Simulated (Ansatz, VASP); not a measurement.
# CdSn2: VASP beside Ansatz

```
Cd Sn
1.0
     0.00000    3.32788    3.32788
     3.32788    0.00000    3.32788
     3.32788    3.32788    0.00000
Cd Sn
1 2
Cartesian
  0.0000 0.0000 0.0000
  1.6639 1.6639 1.6639
  4.9918 4.9918 4.9918
```

Alike in both runs: task single point; functional PBE; k mesh 6 × 6 × 6; occupations gaussian, width 0.1 eV; no spin polarisation.

|  | VASP | Ansatz |
| --- | --- | --- |
| version | VASP 6.6.1 | Ansatz 0.2.0 |
| potentials or method | VASP PAW PBE potentials, release 64 (Cd, Sn_d), cutoff 520 eV | scalar-relativistic, plane waves, PAW |
| valence electrons in the cell | 40 | 48 |

Ansatz gave:

| Quantity | Value |
| --- | --- |
| gap on the k mesh at the Fermi level (eV) | none |
| pressure (GPa) | 12.1 |

Q: Which values does VASP return?

A: gap on the k mesh at the Fermi level (eV): none; pressure (GPa): 12.3.

A gap of «none» marks a metal or a gap that the smearing closes. With one functional, cell and mesh, what is left measures potentials, basis and numerics. VASP's potentials hold 40 valence electrons a cell and Ansatz's 48, so a difference there can come from the potentials and not from the codes.
